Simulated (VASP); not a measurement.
# ZnS (F-43m) in VASP: further runs, part 3 of 3

VASP 6.6.1.

**5. Electric field gradients, PBEsol (volume scaled by 0.975)**

Input file INCAR:

```
SYSTEM = ZnS
ALGO = Normal
EDIFF = 1E-8
ENCUT = 520
GGA = PS
ISIF = 2
ISMEAR = -1
LASPH = .TRUE.
LCHARG = .FALSE.
LEFG = .TRUE.
LREAL = .FALSE.
LWAVE = .FALSE.
NBANDS = 16
NELM = 100
PREC = Accurate
SIGMA = 0.01
```

Input file KPOINTS:

```
k-points
0
G
  8 8 8
  0 0 0
```

Input file POSCAR:

```
ZnS
1.0
    0.0000000000      2.6819207741      2.6819207741
    2.6819207741      0.0000000000      2.6819207741
    2.6819207741      2.6819207741      0.0000000000
Zn S
1 1
Direct
    0.0000000000      0.0000000000      0.0000000000
    0.7500000000      0.7500000000      0.7500000000
```

Potentials or basis: VASP PAW PBE potentials, release 64 (Zn, S).

Run with:

```bash
cat potpaw_PBE.64/Zn/POTCAR potpaw_PBE.64/S/POTCAR > POTCAR
mpirun -np 1 vasp_std > vasp.out
```

OUTCAR:

```text
SYSTEM = ZnS
   EDIFF = 1E-8
   ENCUT = 520
   GGA = PS
   ISIF = 2
   ISMEAR = -1
   LASPH = .TRUE.
   LREAL = .FALSE.
   NELM = 100
   PREC = Accurate

 ion  position               nearest neighbor table
   1  0.000  0.000  0.000-   2 2.32   2 2.32   2 2.32   2 2.32
   2  0.750  0.750  0.750-   1 2.32   1 2.32   1 2.32   1 2.32

  LATTYP: Found a face centered cubic cell.
 ALAT       =     5.3638415482

  Lattice vectors:

 A1 = (   0.0000000000,   2.6819207741,   2.6819207741)
 A2 = (   2.6819207741,   0.0000000000,   2.6819207741)
 A3 = (   2.6819207741,   2.6819207741,   0.0000000000)

Analysis of symmetry for initial positions (statically):
=====================================================================
 Subroutine PRICEL returns:
 Original cell was already a primitive cell.

 Routine SETGRP: Setting up the symmetry group for a
 face centered cubic supercell.

 Subroutine GETGRP returns: Found 24 space group operations
 (whereof 24 operations were pure point group operations)
 out of a pool of 48 trial point group operations.

The static configuration has the point symmetry T_d .

Analysis of symmetry for dynamics (positions and initial velocities):
=====================================================================
 Subroutine PRICEL returns:
 Original cell was already a primitive cell.

 Routine SETGRP: Setting up the symmetry group for a
 face centered cubic supercell.

 Subroutine GETGRP returns: Found 24 space group operations
 (whereof 24 operations were pure point group operations)
 out of a pool of 48 trial point group operations.

The dynamic configuration has the point symmetry T_d .

 Subroutine INISYM returns: Found 24 space group operations
 (whereof 24 operations are pure point group operations),
[... 148 lines left out ...]
 Fermi energy:         2.4800171414

 k-point     1 :       0.0000    0.0000    0.0000
  band No.  band energies     occupation
      1     -11.0897      2.00000
      2      -4.2398      2.00000
      3      -4.2398      2.00000
      4      -4.2398      2.00000
      5      -3.7137      2.00000
      6      -3.7137      2.00000
[... 433 lines left out ...]
      3      -4.0478      2.00000
      4      -3.7792      2.00000
      5      -3.7015      2.00000
      6      -3.4314      2.00000
[... 8 lines left out ...]
     15      15.6613      0.00000
     16      16.5416      0.00000

 [... further k-points ...]
[... 5 lines left out ...]
  --------------------------------------------------------------------------------------
  -------------------------------------------------------------------------------------
  Total       -0.0297460     -0.0297460     -0.0297460      0.0000000      0.0000000     -0.0000000
  in kB       -1.2352980     -1.2352980     -1.2352980      0.0000000      0.0000000     -0.0000000
  external PRESSURE =      -1.2352980 kB  Pullay stress =       0.0000000 kB

 VOLUME and BASIS-vectors are now :
 -----------------------------------------------------------------------------
  energy-cutoff  :      520.00
  volume of cell :       38.58
      direct lattice vectors                 reciprocal lattice vectors
     0.000000000  2.681920774  2.681920774    -0.186433546  0.186433546  0.186433546
     2.681920774  0.000000000  2.681920774     0.186433546 -0.186433546  0.186433546
     2.681920774  2.681920774  0.000000000     0.186433546  0.186433546 -0.186433546

 POSITION                                       TOTAL-FORCE (eV/Angst)
 -----------------------------------------------------------------------------------
      0.00000      0.00000      0.00000        -0.000000     -0.000000     -0.000000
      4.02288      4.02288      4.02288         0.000000      0.000000      0.000000
 -----------------------------------------------------------------------------------
    total drift:                               -0.000002     -0.000002     -0.000002

  FREE ENERGIE OF THE ION-ELECTRON SYSTEM (eV)
  ---------------------------------------------------
  free  energy   TOTEN  =        -7.5886819227 eV

  energy  without entropy=       -7.5886819227  energy(sigma->0) =       -7.58868192

 Electric field gradients (V/A^2)
---------------------------------------------------------------------
 ion       V_xx      V_yy      V_zz      V_xy      V_xz      V_yz
---------------------------------------------------------------------
   1       0.000    -0.000     0.000    -0.002    -0.002    -0.002
   2       0.000     0.000     0.000    -0.000    -0.000    -0.000
---------------------------------------------------------------------

 Electric field gradients after diagonalization (V/A^2)
 (convention: |V_zz| > |V_xx| > |V_yy|)
----------------------------------------------------------------------
 ion       V_xx      V_yy      V_zz     asymmetry (V_yy - V_xx)/ V_zz
----------------------------------------------------------------------
   1       0.002     0.002    -0.003       0.000
   2       0.000     0.000    -0.001       0.000
----------------------------------------------------------------------

           NMR quadrupolar parameters

 Cq : quadrupolar parameter    Cq=e*Q*V_zz/h
 eta: asymmetry parameters     (V_yy - V_xx)/ V_zz
 Q  : nuclear electric quadrupole moment in mb (millibarn)
----------------------------------------------------------------------
 ion       Cq(MHz)       eta       Q (mb)
----------------------------------------------------------------------
   1      -0.000       0.000       1.000
   2      -0.000       0.000       1.000
----------------------------------------------------------------------
```

Run time: 8.9 s. Hardware: 1 thread of Intel Xeon 6975P-C (Granite Rapids), shared host; peak memory 0.15 GiB.

What came out:

| Item | Value |
| --- | --- |
| Free energy | -7.5887 eV |
| Pressure | -0.1 GPa |
| Band gap on the k mesh | 2.07 eV, direct |

Caveat: the cell differs from its parent crystal (volume scaled by 0.975); without QUAD_EFG the Cq values of the log hold for a quadrupole moment of 1 mb, not for the nuclei; the PAW data sets were made with another functional, which shifts forces and pressure a little.

**6. Electric field gradients, PBEsol**

This run uses another cell than the first one, of 19.78 Å³/atom, 0.943 times its volume.

Input file INCAR:

```
SYSTEM = ZnS
PREC = Accurate ; ENCUT = 520
EDIFF = 1E-8 ; ISMEAR = -1
SIGMA = 0.01 ; LREAL = .FALSE.
LASPH = .TRUE. ; NELM = 60
ALGO = Normal ; ISIF = 2
LWAVE = .FALSE. ; LCHARG = .FALSE.
GGA = PS ; LEFG = .TRUE.
NBANDS = 16
```

Input file KPOINTS:

```
Automatic mesh
0
G
  8 8 8
  0 0 0
```

Input file POSCAR:

```
ZnS
1.0
    0.0000000000      2.7046500000      2.7046500000
    2.7046500000      0.0000000000      2.7046500000
    2.7046500000      2.7046500000      0.0000000000
Zn S
1 1
Direct
    0.0000000000      0.0000000000      0.0000000000
    0.7500000000      0.7500000000      0.7500000000
```

Potentials or basis: VASP PAW PBE potentials, release 64 (Zn, S).

Run with:

```bash
cat potpaw_PBE.64/Zn/POTCAR potpaw_PBE.64/S/POTCAR > POTCAR
mpirun -np 1 vasp_std > vasp.out
```

OUTCAR:

```text
SYSTEM = ZnS
   PREC = Accurate
   ENCUT = 520
   EDIFF = 1E-8
   ISMEAR = -1
   LREAL = .FALSE.
   LASPH = .TRUE.
   NELM = 60
   ISIF = 2
   GGA = PS

 ion  position               nearest neighbor table
   1  0.000  0.000  0.000-   2 2.34   2 2.34   2 2.34   2 2.34
   2  0.750  0.750  0.750-   1 2.34   1 2.34   1 2.34   1 2.34

  LATTYP: Found a face centered cubic cell.
 ALAT       =     5.4093000000

  Lattice vectors:

 A1 = (   0.0000000000,   2.7046500000,   2.7046500000)
 A2 = (   2.7046500000,   0.0000000000,   2.7046500000)
 A3 = (   2.7046500000,   2.7046500000,   0.0000000000)

Analysis of symmetry for initial positions (statically):
=====================================================================
 Subroutine PRICEL returns:
 Original cell was already a primitive cell.

 Routine SETGRP: Setting up the symmetry group for a
 face centered cubic supercell.

 Subroutine GETGRP returns: Found 24 space group operations
[... 642 lines left out ...]
  volume of cell :       39.57
      direct lattice vectors                 reciprocal lattice vectors
     0.000000000  2.704650000  2.704650000    -0.184866803  0.184866803  0.184866803
     2.704650000  0.000000000  2.704650000     0.184866803 -0.184866803  0.184866803
     2.704650000  2.704650000  0.000000000     0.184866803  0.184866803 -0.184866803

 POSITION                                       TOTAL-FORCE (eV/Angst)
 -----------------------------------------------------------------------------------
      0.00000      0.00000      0.00000         0.000000      0.000000      0.000000
      4.05697      4.05697      4.05697        -0.000000     -0.000000     -0.000000
 -----------------------------------------------------------------------------------
    total drift:                               -0.000001     -0.000001     -0.000001

  FREE ENERGIE OF THE ION-ELECTRON SYSTEM (eV)
  ---------------------------------------------------
  free  energy   TOTEN  =        -7.5821947242 eV

  energy  without entropy=       -7.5821947242  energy(sigma->0) =       -7.58219472

 Electric field gradients (V/A^2)
---------------------------------------------------------------------
 ion       V_xx      V_yy      V_zz      V_xy      V_xz      V_yz
---------------------------------------------------------------------
   1      -0.000    -0.000     0.000    -0.003    -0.003    -0.003
   2       0.000    -0.000    -0.000    -0.000    -0.000    -0.000
---------------------------------------------------------------------

 Electric field gradients after diagonalization (V/A^2)
 (convention: |V_zz| > |V_xx| > |V_yy|)
----------------------------------------------------------------------
 ion       V_xx      V_yy      V_zz     asymmetry (V_yy - V_xx)/ V_zz
----------------------------------------------------------------------
   1       0.003     0.003    -0.007       0.000
   2       0.000     0.000    -0.000       0.000
----------------------------------------------------------------------

           NMR quadrupolar parameters

 Cq : quadrupolar parameter    Cq=e*Q*V_zz/h
 eta: asymmetry parameters     (V_yy - V_xx)/ V_zz
 Q  : nuclear electric quadrupole moment in mb (millibarn)
----------------------------------------------------------------------
 ion       Cq(MHz)       eta       Q (mb)
----------------------------------------------------------------------
   1      -0.000       0.000       1.000
   2      -0.000       0.000       1.000
----------------------------------------------------------------------
```

OSZICAR:

```text
N       E                     dE             d eps       ncg     rms          rms(c)
DAV:   1     0.890991387639E+02    0.89099E+02   -0.90374E+03   928   0.134E+03
DAV:   2    -0.198350777197E+01   -0.91083E+02   -0.85356E+02  1048   0.262E+02
DAV:   3    -0.792373811841E+01   -0.59402E+01   -0.59143E+01  1168   0.647E+01
DAV:   4    -0.798582160036E+01   -0.62083E-01   -0.62071E-01  1088   0.682E+00
DAV:   5    -0.798655245353E+01   -0.73085E-03   -0.73081E-03  1200   0.710E-01    0.662E+00
DAV:   6    -0.760485639348E+01    0.38170E+00   -0.78113E-01  1328   0.322E+01    0.521E+00
DAV:   7    -0.758561970370E+01    0.19237E-01   -0.23307E-01  1096   0.471E+00    0.252E+00
DAV:   8    -0.758228852910E+01    0.33312E-02   -0.48973E-03  1328   0.861E-01    0.593E-01
DAV:   9    -0.758211487832E+01    0.17365E-03   -0.92112E-04  1152   0.266E-01    0.961E-02
DAV:  10    -0.758220427229E+01   -0.89394E-04   -0.16084E-04  1128   0.943E-02    0.310E-02
DAV:  11    -0.758219448183E+01    0.97905E-05   -0.29136E-05  1120   0.460E-02    0.696E-03
DAV:  12    -0.758219473514E+01   -0.25331E-06   -0.26259E-06  1128   0.197E-02    0.406E-03
DAV:  13    -0.758219471590E+01    0.19235E-07   -0.28227E-07  1144   0.420E-03    0.898E-04
DAV:  14    -0.758219472420E+01   -0.82925E-08   -0.30793E-08  1200   0.474E-03
   1 F= -.75821947E+01 E0= -.75821947E+01  d E =-.185819E-14
```

Run time: 8.3 s. Hardware: 1 thread of Intel Xeon 6975P-C (Granite Rapids), shared host; peak memory 0.16 GiB.

Results:

```
Free energy            : -7.5822 eV
Pressure               : -2.0 GPa
Band gap on the k mesh : 1.97 eV, direct
```

Caveat: without QUAD_EFG the Cq values of the log hold for a quadrupole moment of 1 mb, not for the nuclei; the PAW data sets were made with another functional, which shifts forces and pressure a little.

**7. Summary**

```tsv
cell	gap on the mesh (eV)	pressure (GPa)
a = 3.900 Å, angles 60.0°, 2 atoms	1.72	-5.5
a = 3.760 Å, angles 60.0°, 2 atoms	2.19	2.0
a = 3.793 Å, angles 60.0°, 2 atoms	2.07	-0.1
a = 3.825 Å, angles 60.0°, 2 atoms	1.97	-2.0
```

Alike in all rows: task electric field gradients; level PBEsol; potentials or basis VASP PAW PBE potentials, release 64 (Zn, S); no spin polarisation; k mesh 8 × 8 × 8; cutoff (eV) 520; smearing fermi-dirac 0.01 eV.

Caveats: the PAW data sets were made with another functional, which shifts forces and pressure a little.

Absolute energies hang on the potentials; compare differences alone.

**8. How close it comes**

Step 6. A measured gap of ZnS is 3.85 eV (direct; 19 K; quoted in “Electronic, vibrational, and thermodynamic properties of ZnS (zincblende and rocksalt structure)”, 2009, arxiv:0911.5022); the calculated 1.97 eV misses it by -1.88 eV. The value is that of PBEsol, without temperature or zero-point motion. Semilocal functionals fall short of measured gaps as a rule.
